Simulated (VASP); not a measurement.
A run of VASP 6.6.1:

INCAR

```
SYSTEM = KMgF3
PREC = Accurate
ENCUT = 520
EDIFF = 1E-7
ISMEAR = 0
SIGMA = 0.1
LREAL = .FALSE.
LASPH = .TRUE.
NELM = 80
ALGO = Normal
ISIF = 2
LWAVE = .FALSE.
LCHARG = .FALSE.
GGA = PE
NBANDS = 24
```

Contents of KPOINTS:

```
Automatic mesh
0
G
  4 4 4
  0 0 0
```

Contents of POSCAR:

```
KMgF3
1.0
    4.0528169698      0.0000000000      0.0000000000
    0.0000000000      4.0528169698      0.0000000000
    0.0000000000      0.0000000000      4.0536421314
K Mg F
1 1 3
Direct
    0.5000000000      0.5000000000      0.5000000000
    0.0000000000      0.0000000000      0.0000000000
    0.0000000000      0.5000000000      0.9999848374
    0.5000000000      0.0000000000      0.0000151626
    0.0000000000      0.0000000000      0.5000000000
```

Potentials or basis: VASP PAW PBE potentials, release 64 (K_sv, Mg, F).

The run is started by

```console
$ cat potpaw_PBE.64/K_sv/POTCAR potpaw_PBE.64/Mg/POTCAR potpaw_PBE.64/F/POTCAR > POTCAR
$ mpirun -np 1 vasp_std > vasp.out
```

Hardware: 1 thread of Intel Xeon 8259CL, with other jobs on the host.

**Question.** Estimate the wall time of this run.

**Answer.** Wall time 48 s on 1 thread of Intel Xeon 8259CL, with other jobs on the host, peak memory 0.18 GiB. Counts: scf iterations 14, k points 18.
